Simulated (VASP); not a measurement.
Set up this calculation in VASP 6.6.1, as the native input.

| Item | Value |
| --- | --- |
| Task | relaxation of cell and atoms |
| Functional | PBE |
| Potentials or basis | VASP PAW PBE potentials, release 64 (Ta_pv, C) |
| Cutoff | 600 eV |
| k mesh | 12 × 12 × 14 |
| Occupations | gaussian, width 0.1 eV |
| Spin | no spin polarisation |
| Dipole correction | no |
| Further INCAR settings | ALGO = Normal; EDIFF = 1e-06; IBRION = 2; EDIFFG = -0.01; NSW = 100; ISIF = 3 |

The structure of TaC2 lies in POSCAR:

```
TaC2
1.0
    3.7932748585      0.0000000000      0.0000000000
   -1.8966374293      3.2850723910      0.0000000000
    0.0000000000      0.0000000000      3.1684278113
Ta C
1 2
Direct
    0.0000000000      0.0000000000      0.5000000000
    0.3333333333      0.6666666667      0.5000000000
    0.6666666667      0.3333333333      0.5000000000
```

The input as run:

INCAR

```
ALGO = Normal
EDIFF = 1E-6
EDIFFG = -0.01
ENCUT = 600
GGA = PE
IBRION = 2
ISIF = 3
ISMEAR = 0
LASPH = T
LCHARG = F
LREAL = F
LWAVE = F
NELM = 60
NSW = 100
PREC = Accurate
SIGMA = 0.1
```

KPOINTS

```
k-points
0
Gamma
  12 12 14
```

Potentials or basis: VASP PAW PBE potentials, release 64 (Ta_pv, C).

Command:

```bash
$ cat potpaw_PBE.64/Ta_pv/POTCAR potpaw_PBE.64/C/POTCAR > POTCAR
$ mpirun -np 1 vasp_std > vasp.out
```

It gave:

```yaml
Relaxed_volume: 13.19 Å³/atom
Relaxed_cell: a = 3.786 Å, b = 3.786 Å, c = 3.187 Å, α = 90.00°, β = 90.00°, γ = 120.00°
Space_group_after_relaxing_to_0.05_Å: P6/mmm (No. 191)
Energy_gained_by_relaxing: 0.3 meV/atom
Ionic_steps: 5
Pressure_after_relaxing: -0.1 GPa
```

Run time: 6.3 min on 1 thread of Intel Xeon 8259CL, with other jobs on the host, peak memory 0.25 GiB.
